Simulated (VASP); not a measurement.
Runs of VASP 6.6.1 on NaCl. The structure is that of space group Fm-3m (No. 225), or close to it. The cells are those of the table. 

| level | cell | gap on the mesh (eV) | pressure (GPa) |
| --- | --- | --- | --- |
| PBE | a = 4.068 Å, angles 60.0°, 2 atoms | (d) | -0.7 |
| PBE | a = 3.946 Å, angles 60.0°, 2 atoms | 5.23 | (a) |
| PBEsol | a = 4.028 Å, angles 60.0°, 2 atoms | 4.83 | -1.1 |
| PBE | a = 3.987 Å, angles 60.0°, 2 atoms | 5.11 | 0.7 |
| PBE | a = 3.860 Å, angles 60.0°, 2 atoms | 5.51 | (b) |
| PBE | a = 4.158 Å, angles 60.0°, 2 atoms | 4.66 | -1.8 |
| PBE | a = 4.107 Å, angles 60.0°, 2 atoms | 4.79 | -1.2 |
| PBE | a = 4.028 Å, angles 60.0°, 2 atoms | (c) | 0.0 |
| PBE | a = 3.903 Å, angles 60.0°, 2 atoms | 5.37 | 2.8 |

Alike in all rows: potentials or basis VASP PAW PBE potentials, release 64 (Na_pv, Cl); no spin polarisation; k mesh 8 × 8 × 8.

**Question.** Fill in the values left out.

**Answer.** (a) 1.7; (b) 4.0; (c) 4.99; (d) 4.89.

Caveats: the PAW data sets were made with another functional, which shifts forces and pressure a little (at least some runs); the cell stands under pressure (at least some runs).

A k mesh can miss the band edges.
